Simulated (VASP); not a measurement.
# Ta in VASP: further runs

Ta is run at these levels: PBE+D3(BJ); tasks: single point.

Everything below comes from runs of VASP 6.6.1. Logs are shortened: lines on timing, memory, paths and dates and some standing lists are left out, and cuts for length are marked.

### Step 1. The cell of the first run

The cell holds a slab with vacuum, 12 atoms: a = 5.690 Å, b = 5.690 Å, c = 25.772 Å, α = 90.00°, β = 90.00°, γ = 109.47°.

### Step 2. Single point, PBE+D3(BJ)

The input, INCAR:

```
PREC = Accurate
ENCUT = 520
EDIFF = 1E-6
ISMEAR = 0
SIGMA = 0.1
LREAL = False
LASPH = True
NELM = 60
ALGO = Normal
ISIF = 2
LWAVE = False
LCHARG = True
LDIPOL = True
IDIPOL = 3
DIPOL = 0.5 0.5 0.399
GGA = PE
IVDW = 12
LELF = True
LVHAR = True
LVACPOTAV = True
NBANDS = 78
```

The input, KPOINTS:

```
Automatic mesh
0
Gamma
  4 4 1
```

The input, POSCAR:

```
Ta
1.0
    5.6896945747      0.0000000000      0.0000000000
   -1.8965648582      5.3642954889      0.0000000000
    0.0000000000      0.0000000000     25.7724161668
Ta
12
Direct
    0.2500000000      0.2500000000      0.3104093908
    0.2500000000      0.7500000000      0.3104093908
    0.7500000000      0.2500000000      0.3104093908
    0.7500000000      0.7500000000      0.3104093908
    0.4990775246      0.4984656324      0.3989234618
    0.4989309227     -0.0016554123      0.3956848143
    0.0003284703      0.5011473280      0.3989460245
   -0.0001601960      0.0015220853      0.3982423035
    0.7639869185      0.7472853278      0.4879127189
    0.7233202916      0.2210269747      0.4856757011
    0.2776820406      0.7765994610      0.4879318263
    0.2358198724      0.2569749984      0.4897302374
```

Potentials or basis: VASP PAW PBE potentials, release 64 (Ta_pv).

Launch:

```bash
cat potpaw_PBE.64/Ta_pv/POTCAR > POTCAR
mpirun -np 1 vasp_std > vasp.out
```

OUTCAR:

```text
PREC = Accurate
   ENCUT = 520
   EDIFF = 1E-6
   ISMEAR = 0
   LREAL = False
   LASPH = True
   NELM = 60
   ISIF = 2
   GGA = PE
   IVDW = 12
 IVDW          = 12

 ion  position               nearest neighbor table
   1  0.250  0.250  0.310-   8 2.79   5 2.81   3 2.84   3 2.84   2 2.84   2 2.84   6 3.20   7 3.26
                             4 3.28   4 3.28
   2  0.250  0.750  0.310-   6 2.74   7 2.81   4 2.84   4 2.84   1 2.84   1 2.84   8 3.25   5 3.26
                             3 3.28   3 3.28
   3  0.750  0.250  0.310-   6 2.75   7 2.81   1 2.84   1 2.84   4 2.84   4 2.84   8 3.24   5 3.25
                             2 3.28   2 3.28
   4  0.750  0.750  0.310-   8 2.80   5 2.82   2 2.84   2 2.84   3 2.84   3 2.84   6 3.20   7 3.25
                             1 3.28   1 3.28
   5  0.499  0.498  0.399-   1 2.81   4 2.82   7 2.84   6 2.85   6 2.85   7 2.85   9 2.85  12 2.87
                            10 3.23   3 3.25   2 3.26  11 3.27   8 3.27   8 3.30
   6  0.499  0.998  0.396-   2 2.74  10 2.75   3 2.75  11 2.79   8 2.84   5 2.85   5 2.85   8 2.85
                             4 3.20   1 3.20   7 3.27   7 3.30   9 3.38  12 3.43
   7  0.000  0.501  0.399-   2 2.81   3 2.81   8 2.84   5 2.84   5 2.85   8 2.85  10 2.89  11 2.93
                             9 3.21  12 3.23   4 3.25   1 3.26   6 3.27   6 3.30
   8  1.000  0.002  0.398-   1 2.79   4 2.80   9 2.82   7 2.84   6 2.84   6 2.85   7 2.85  12 2.86
                            10 3.23   3 3.24   2 3.25   5 3.27  11 3.29   5 3.30
   9  0.764  0.747  0.488-  10 2.78   8 2.82  11 2.83   5 2.85  11 2.87  10 2.93   7 3.21  12 3.23
                            12 3.35   6 3.38
  10  0.723  0.221  0.486-   6 2.75   9 2.78  12 2.85  12 2.86   7 2.89  11 2.92   9 2.93   8 3.23
                             5 3.23
  11  0.278  0.777  0.488-   6 2.79  12 2.82   9 2.83   9 2.87  12 2.89  10 2.92   7 2.93   5 3.27
                             8 3.29
  12  0.236  0.257  0.490-  11 2.82  10 2.85  10 2.86   8 2.86   5 2.87  11 2.89   9 3.23   7 3.23
                             9 3.35   6 3.43

  LATTYP: Found a base centered orthorhombic cell.
 ALAT       =     6.5698933887
 B/A-ratio  =     1.4142135624
 C/A-ratio  =     3.9228058421

  Lattice vectors:

 A1 = (   5.6896945747,   0.0000000000,   0.0000000000)
 A2 = (  -1.8965648582,   5.3642954889,   0.0000000000)
 A3 = (   0.0000000000,   0.0000000000,  25.7724161668)

Analysis of symmetry for initial positions (statically):
=====================================================================
 Subroutine PRICEL returns:
 Original cell was already a primitive cell.

 Routine SETGRP: Setting up the symmetry group for a
 base centered orthorhombic supercell.

 Subroutine GETGRP returns: Found  1 space group operations
 (whereof  1 operations were pure point group operations)
 out of a pool of  8 trial point group operations.

The static configuration has the point symmetry C_1 .

Analysis of symmetry for dynamics (positions and initial velocities):
[... 141 lines left out ...]
   GGA     = PE    functional components
   LHFCALC =     F    Hartree Fock is set to
   AEXX    =    0.0000 exact exchange contribution
   IVDW    =    12    specifies the selected vdW correction
   LEPSILON=     F    determine dielectric tensor
   LRPA    =     F    only Hartree local field effects (RPA)
 non-spin polarized calculation
 Gauss-broadening in eV      SIGMA  =   0.10
  energy-cutoff  :      520.00
  volume of cell :      786.61
 maximum number of plane-waves:     21235
   NGX = 21   NGY = 21   NGZ = 95

 dipolmoment           0.000000      0.000000     -0.000371 electrons x Angstroem

 number of electron     132.0000018 magnetization

 dipolmoment           0.000000      0.000000      0.004533 electrons x Angstroem

 Free energy of the ion-electron system (eV)
  ---------------------------------------------------
  ext. energy  EPLUGINS =         0.00000000
  ---------------------------------------------------
  free energy    TOTEN  =      -132.59526942 eV

  energy without entropy =     -132.51487772  energy(sigma->0) =     -132.55507357

 E-fermi :  -1.7502     XC(G=0):  -4.2771

 val. band max:       -1.7635609086   @ k =   0.2500   0.0000   0.0000
 cond. band min:      -1.7299871567   @ k =   0.5000   0.5000   0.0000
 fundamental gap:      0.0335737519
 Fermi energy:        -1.7502133589

 k-point     1 :       0.0000    0.0000    0.0000
  band No.  band energies     occupation
      1     -36.3700      2.00000
      2     -36.3322      2.00000
      3     -36.3110      2.00000
      4     -36.2501      2.00000
      5     -36.2402      2.00000
      6     -36.2155      2.00000
[... 799 lines left out ...]
     77      -0.0247      0.00000
     78       0.0099      0.00000

------------------------ aborting loop because EDIFF is reached ----------------------------------------

 Edisp (eV)   -5.11157

 E8    (eV) :    -2.7965

  FORCE on cell =-STRESS in cart. coord.  units (eV):
  Direction    XX          YY          ZZ          XY          YZ          ZX
  --------------------------------------------------------------------------------------
  -------------------------------------------------------------------------------------
  Total     -12.77000   -12.06220    -1.88989     1.03699    -0.08117    -0.02000
  in kB     -26.01026   -24.56859    -3.84937     2.11216    -0.16534    -0.04074
  external pressure =      -18.14 kB  Pullay stress =        0.00 kB

 VOLUME and BASIS-vectors are now :
 -----------------------------------------------------------------------------
  energy-cutoff  :      520.00
  volume of cell :      786.61
      direct lattice vectors                 reciprocal lattice vectors
     5.689694575  0.000000000  0.000000000     0.175756359  0.062139257  0.000000000
    -1.896564858  5.364295489  0.000000000     0.000000000  0.186417770  0.000000000
     0.000000000  0.000000000 25.772416167     0.000000000  0.000000000  0.038801174

 POSITION                                       TOTAL-FORCE (eV/Angst)
 -----------------------------------------------------------------------------------
      0.94828      1.34107      8.00000        -0.118223      0.078790     -0.001228
      0.00000      4.02322      8.00000        -0.014329      0.004619     -0.061293
      3.79313      1.34107      8.00000        -0.018739      0.024884     -0.123589
      2.84485      4.02322      8.00000         0.122490     -0.123742     -0.048544
      1.89423      2.67392     10.28122         0.003444      0.073752      0.185180
      0.94534      5.35542     10.19775         0.012188      0.027754      0.501899
     -0.94859      2.68830     10.28180         0.011475     -0.020938      0.252871
      5.68590      0.00816     10.26367         0.032789     -0.035840      0.272877
      2.92958      4.00866     12.57469        -0.013527     -0.207897     -0.242829
      3.69628      1.18565     12.51704         0.272469      0.763830      0.137322
      0.10705      4.16591     12.57518        -0.345162     -0.529250     -0.265228
      0.85437      1.37849     12.62153         0.055126     -0.055963     -0.607438
 -----------------------------------------------------------------------------------
    total drift:                               -0.000087      0.000401      0.000313

  FREE ENERGIE OF THE ION-ELECTRON SYSTEM (eV)
  ---------------------------------------------------
  free  energy   TOTEN  =      -137.7068369857 eV

  energy  without entropy=     -137.6264452919  energy(sigma->0) =     -137.66664114

 vacuum level on the upper side and lower side of the slab         3.010         2.983
```

OSZICAR:

```text
N       E                     dE             d eps       ncg     rms          rms(c)
DAV:   1     0.105880563942E+04    0.10588E+04   -0.72448E+04  2056   0.142E+03
DAV:   2    -0.808280260471E+02   -0.11396E+04   -0.11185E+04  1844   0.362E+02
DAV:   3    -0.139293184281E+03   -0.58465E+02   -0.55626E+02  1808   0.687E+01
[... 23 lines left out ...]
DAV:  27    -0.132595252395E+03   -0.26816E-04   -0.86096E-07  1096   0.257E-03    0.145E-03
DAV:  28    -0.132595261254E+03   -0.88584E-05   -0.26532E-07  1016   0.197E-03    0.686E-04
DAV:  29    -0.132595266413E+03   -0.51597E-05   -0.18072E-07   992   0.124E-03    0.263E-04
DAV:  30    -0.132595268653E+03   -0.22402E-05   -0.81732E-08   968   0.801E-04    0.187E-04
DAV:  31    -0.132595269417E+03   -0.76398E-06   -0.43437E-08   968   0.567E-04
   1 F= -.13770684E+03 E0= -.13766664E+03  d E =-.803917E-01
```

stdout:

```text
POSCAR found type information on POSCAR Ta
 POSCAR found :  1 types and      12 ions
 scaLAPACK will be used
 LDA part: xc-table for (Slater+PW92), standard interpolation
 POSCAR, INCAR and KPOINTS ok, starting setup
 FFT: planning ... GRIDC
 FFT: planning ... GRID_SOFT
 FFT: planning ... GRID
 WAVECAR not read
 entering main loop
 -----------------------------------------------------------------------------
|                                                                             |
|           W    W    AA    RRRRR   N    N  II  N    N   GGGG   !!!           |
|           W    W   A  A   R    R  NN   N  II  NN   N  G    G  !!!           |
|           W    W  A    A  R    R  N N  N  II  N N  N  G       !!!           |
|           W WW W  AAAAAA  RRRRR   N  N N  II  N  N N  G  GGG   !            |
|           WW  WW  A    A  R   R   N   NN  II  N   NN  G    G                |
|           W    W  A    A  R    R  N    N  II  N    N   GGGG   !!!           |
|                                                                             |
|     Did not find any points to average over, which means that no vacuum     |
|     field-free region was found. Please increase the size of  your cell     |
|     in the dimension of the dipole correction to obtain accurate            |
|     workfunction values.                                                    |
|                                                                             |
 -----------------------------------------------------------------------------
```

Run time: 17 min. Hardware: 1 thread of AMD EPYC 9R45 (Zen 5), shared host; peak memory 0.86 GiB.

Results:

* Free energy: -137.7068 eV
* Largest force: 0.823 eV/Å
* Band gap on the k mesh: zero (bands 66 and 67 overlap by 0.89 eV)
* Dispersion energy per atom: -0.426 eV

Forces on the atoms (eV/Å):
```
Ta  -0.118  0.079 -0.001
Ta  -0.014  0.005 -0.061
Ta  -0.019  0.025 -0.124
Ta   0.122 -0.124 -0.049
Ta   0.003  0.074  0.185
Ta   0.012  0.028  0.502
Ta   0.011 -0.021  0.253
Ta   0.033 -0.036  0.273
Ta  -0.014 -0.208 -0.243
Ta   0.272  0.764  0.137
Ta  -0.345 -0.529 -0.265
Ta   0.055 -0.056 -0.607
```

Caveat: spin-orbit coupling is left out, which moves the levels of the heavy elements.

### Step 3. Single point, PBE+D3(BJ)

This run uses another cell than the first one.

The input, INCAR:

```
ALGO = Normal
DIPOL = 0.5 0.5 0.401
EDIFF = 1E-6
ENCUT = 400
GGA = PE
GGA_COMPAT = False
IDIPOL = 3
ISIF = 2
ISMEAR = 0
IVDW = 12
LASPH = True
LCHARG = True
LDIPOL = True
LELF = True
LREAL = False
LVACPOTAV = True
LVHAR = True
LWAVE = False
NBANDS = 78
NELM = 120
NELMDL = -8
PREC = Accurate
SIGMA = 0.1
```

The input, KPOINTS:

```
k-points
0
Gamma
  4 4 1
```

The input, POSCAR:

```
Ta
1.0
    5.6896945745      0.0000000000      0.0000000000
   -1.8965648582      5.3642954887      0.0000000000
    0.0000000000      0.0000000000     25.6321161666
Ta
12
Direct
    0.2500000000      0.2500000000      0.3121084482
    0.2500000000      0.7500000000      0.3121084482
    0.7500000000      0.2500000000      0.3121084482
    0.7500000000      0.7500000000      0.3121084482
    0.5001029334      0.5001177755      0.4007115646
    0.5001790599     -0.0000061164      0.4006777347
    0.0001167621      0.5000046818      0.4006759535
    0.0000378664      0.0000437102      0.4007050525
    0.7485764795      0.7518872983      0.4893300416
    0.7519184020      0.2484844472      0.4891501480
    0.2516603887      0.7484918673      0.4891303894
    0.2488963596      0.2513635387      0.4892139480
```

Potentials or basis: VASP PAW PBE potentials, release 64 (Ta_pv).

Launch:

```bash
cat potpaw_PBE.64/Ta_pv/POTCAR > POTCAR
mpirun -np 1 vasp_std > vasp.out
```

It took 25 min on 1 thread of Oxide Virtual Turin-like, shared host; peak memory 0.64 GiB.

The run converged. Its results:

```yaml
Free_energy: -137.8935 eV
Largest_force: 0.038 eV/Å
Band_gap_on_the_k_mesh: zero (bands 66 and 67 overlap by 0.92 eV)
Dispersion_energy_per_atom: -0.427 eV
```

Forces on the atoms (eV/Å):
```
Ta   0.018 -0.012 -0.008
Ta  -0.016  0.013 -0.003
Ta  -0.015  0.012 -0.003
Ta   0.016 -0.011 -0.003
Ta  -0.003  0.002 -0.007
Ta   0.001 -0.001 -0.013
Ta   0.008 -0.005 -0.013
Ta  -0.002  0.003 -0.007
Ta   0.025 -0.026 -0.012
Ta  -0.021  0.019  0.026
Ta  -0.013  0.006  0.030
Ta   0.001 -0.001  0.013
```

Levels at points of the mesh, in eV from the Fermi level:
```csv
k point,band 65,band 66,band 67,band 68,band 69,band 70
"(0.00, 0.00, 0.00)",0.49,0.55,0.55,1.11,1.14,1.21
"(0.50, 0.00, 0.00)",-0.41,-0.40,-0.25,-0.25,0.17,0.17
"(0.00, 0.50, 0.00)",-0.41,-0.40,-0.25,-0.25,0.17,0.17
"(0.50, 0.50, 0.00)",-0.13,-0.09,0.03,0.10,0.11,0.13
```

Caveat: spin-orbit coupling is left out, which moves the levels of the heavy elements.

The gap in the log of VASP goes by the Fermi energy; the results here count the filled bands.